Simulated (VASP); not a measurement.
# Os: single point with PBE

The system is Os.

```
Os
1.0
     2.77511    0.00000    0.00000
    -1.38756    2.40332    0.00000
     0.00000    0.00000    4.31970
Os
2
Direct
  0.33333 0.66667 0.25000
  0.66667 0.33333 0.75000
```

This cell differs from its parent crystal: x and y stretched by +1.5 %, z held.

| Property | Result |
| --- | --- |
| Program | VASP 6.6.1 |
| Task | single point |
| Functional | PBE |
| Potentials or basis | VASP PAW PBE potentials, release 64 (Os) |
| Cutoff | 520 eV |
| k mesh | 17 × 17 × 10 |
| Occupations | fermi-dirac, width 0.08 eV |
| Spin | no spin polarisation |
| Dipole correction | no |
| Further INCAR settings | ALGO = Normal; EDIFF = 1e-06; NBANDS = 15 |

```
Pressure               : -3.3 GPa
Band gap on the k mesh : zero (band 8 reaches 10.89 eV, above the bottom of band 9 at 7.26 eV)
```

Stress tensor (GPa, compression positive):
```
-5.64  0.00  0.00
 0.00 -5.64  0.00
 0.00  0.00  1.41
```

Levels at points of the mesh, in eV from the Fermi level:
```
           k point  band 5  band 6  band 7  band 8  band 9  band 10  band 11  band 12
(0.00, 0.00, 0.00)   -2.56   -2.15   -2.15   -1.68   -1.68     0.15     1.56     1.56
(0.00, 0.00, 0.50)   -3.22   -3.22   -3.22   -3.22    0.81     0.81     0.81     0.81
```

It took 76 s on 1 thread of Oxide Virtual Turin-like Processor, on a shared host, peak memory 0.17 GiB.

Caveat: the cell differs from its parent crystal (x and y stretched by +1.5 %, z held); spin-orbit coupling is left out, which moves the levels of the heavy elements.
